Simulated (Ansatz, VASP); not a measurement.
**As: VASP beside Ansatz**

The input INCAR:

```
PREC = Accurate ; ENCUT = 600
EDIFF = 1E-6 ; ISMEAR = -1
SIGMA = 0.05 ; LREAL = False
LASPH = True ; NELM = 100
ALGO = Normal ; ISIF = 3
LWAVE = False ; LCHARG = False
GGA = PE ; IBRION = 2
NSW = 45 ; EDIFFG = -0.005
```

The input KPOINTS:

```
regular mesh
0
Gamma
  17 17 17
```

Contents of POSCAR:

```
As
1.0
   -1.6836576150      1.6836576150      1.6836576150
    1.6836576150     -1.6836576150      1.6836576150
    1.6836576150      1.6836576150     -1.6836576150
As
1
Direct
    0.0000000000      0.0000000000      0.0000000000
```

Input for Ansatz:

```yaml
crystal:
  lattice:
    - [-1.683657615, 1.683657615, 1.683657615]
    - [1.683657615, -1.683657615, 1.683657615]
    - [1.683657615, 1.683657615, -1.683657615]
  atoms:
    - { symbol: As, position: [0.0, 0.0, 0.0] }
kpoints:
  mp_grid: { grid: [17, 17, 17] }
scf:
  occupations: { method: fermi_dirac, width: 0.05 }
hamiltonian:
  xc: pbe
  pseudopotentials: { kind: all_electron, lapw: { basis_error: 0.0005 } }
output:
  forces: true
  stress: true
  eigenvalues: true
  populations: true
relax:
  f_tol: 0.005
  max_steps: 25
  cell: {}
```

Alike in both runs: task relaxation of cell and atoms; functional PBE; k mesh 17 × 17 × 17; occupations fermi-dirac, width 0.05 eV; no spin polarisation.

|  | VASP | Ansatz |
| --- | --- | --- |
| version | VASP 6.6.1 | Ansatz 0.2.0 |
| potentials or method | VASP PAW PBE potentials, release 64 (As), cutoff 600 eV | all-electron LAPW, scalar-relativistic |

Ansatz gave:

```
relaxed volume (Å³/atom)                                     : 19.09
relaxed cell length with the largest relative difference (Å) : 2.916
```

**Question.** What did VASP give for the same quantities?

**Answer.** Relaxed volume (Å³/atom): 19.11; relaxed cell length with the largest relative difference (Å): 2.917.

Ansatz ran all-electron here, and VASP with PAW potentials.
